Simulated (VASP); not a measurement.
A run of VASP 6.6.1 is set up as follows.

The input INCAR:

```
  ALGO = Normal
  EDIFF = 1E-6
  EDIFFG = -0.02
  ENCUT = 520
  GGA = PE
  IBRION = 2
  ISIF = 2
  ISMEAR = 0
  ISPIN = 2
  IVDW = 12
  KPAR = 2
  LASPH = True
  LCHARG = False
  LORBIT = 11
  LREAL = Auto
  LWAVE = False
  MAGMOM = 0 0 0 0 0 0 0 0 0 0 0 0 1 0 0 0 0 0 0 0 0 0 0 0 0
  NELM = 150
  NSW = 80
  PREC = Accurate
  SIGMA = 0.02
```

KPOINTS

```
Automatic mesh
0
Gamma
  2 2 2
  0.5 0.5 0.5
```

The input POSCAR:

```
B13N12
1.0
   -3.7615274048      3.3394821732      4.3376638236
    3.7615274048      3.3394821732     -4.3376638236
   -3.7615274048     -3.3394821732     -4.3376638236
B N
13 12
Direct
    0.5000000000      0.2499465631      0.7499465631
    0.3333333333      0.9999465631      0.3332798965
    0.6666666667      0.9999465631      0.6666132298
    0.5000000000      0.7499465631      0.2499465631
    0.8333333333      0.2499465631      0.0832798965
    0.3333333333      0.4999465631      0.8332798965
    0.8333333333      0.7499465631      0.5832798965
    0.1666666667      0.2499465631      0.4166132298
    0.6666666667      0.4999465631      0.1666132298
    1.0000000000      0.9999465631      0.9999465631
    1.0000000000      0.4999465631      0.4999465631
    0.1666666667      0.7499465631      0.9166132298
    0.5370364329      0.5777901540      0.6679542455
    0.5000000000      0.9167034419      0.4167034419
    0.3333333333      0.6667034419      0.0000367752
    0.6666666667      0.6667034419      0.3333701085
    0.5000000000      0.4167034419      0.9167034419
    0.8333333333      0.9167034419      0.7500367752
    0.3333333333      0.1667034419      0.5000367752
    0.8333333333      0.4167034419      0.2500367752
    0.1666666667      0.9167034419      0.0833701085
    0.6666666667      0.1667034419      0.8333701085
    1.0000000000      0.6667034419      0.6667034419
    1.0000000000      0.1667034419      0.1667034419
    0.1666666667      0.4167034419      0.5833701085
```

Potentials or basis: VASP PAW PBE potentials, release 64 (B, N).

Run with:

```bash
$ cat potpaw_PBE.64/B/POTCAR potpaw_PBE.64/N/POTCAR > POTCAR
$ mpirun -np 4 vasp_std > vasp.out
```

Question: Predict the band gap on the k mesh.

Answer: 0.56 eV.

Question: Estimate the energy gained by relaxing.

Answer: 91.7 meV/atom.

Question: Predict the site moments.

Answer: B +0.00, +0.01, +0.05, +0.29 (each value once); N +0.00, +0.01, +0.04, +0.03, +0.02 (each value once) μB.

Question: Estimate the dispersion energy per atom.

Answer: -0.146 eV.

Forces in eV/Å, atoms in the order of the input:
```
B    0.004 -0.006  0.000
B    0.002  0.006 -0.006
B   -0.004 -0.001  0.004
B    0.007 -0.002  0.002
B   -0.001  0.005  0.004
B    0.002  0.005  0.000
B   -0.003  0.007 -0.014
B   -0.003 -0.005  0.001
B    0.006 -0.007  0.000
B   -0.001  0.002  0.004
B   -0.001 -0.008  0.004
B   -0.006  0.000  0.004
B   -0.009  0.006  0.012
N   -0.002 -0.002  0.002
N    0.000  0.005 -0.007
N    0.001 -0.002 -0.005
N    0.003  0.005  0.000
N   -0.002  0.004 -0.003
N   -0.002 -0.007  0.000
N    0.003 -0.001  0.005
N    0.002  0.001  0.003
N   -0.002 -0.002 -0.004
N   -0.001 -0.004  0.000
N    0.007 -0.005 -0.008
N    0.000  0.009  0.001
```

Caveat: the k points lie up to 0.59 Å⁻¹ apart; the cell differs from its parent crystal (with an interstitial atom).
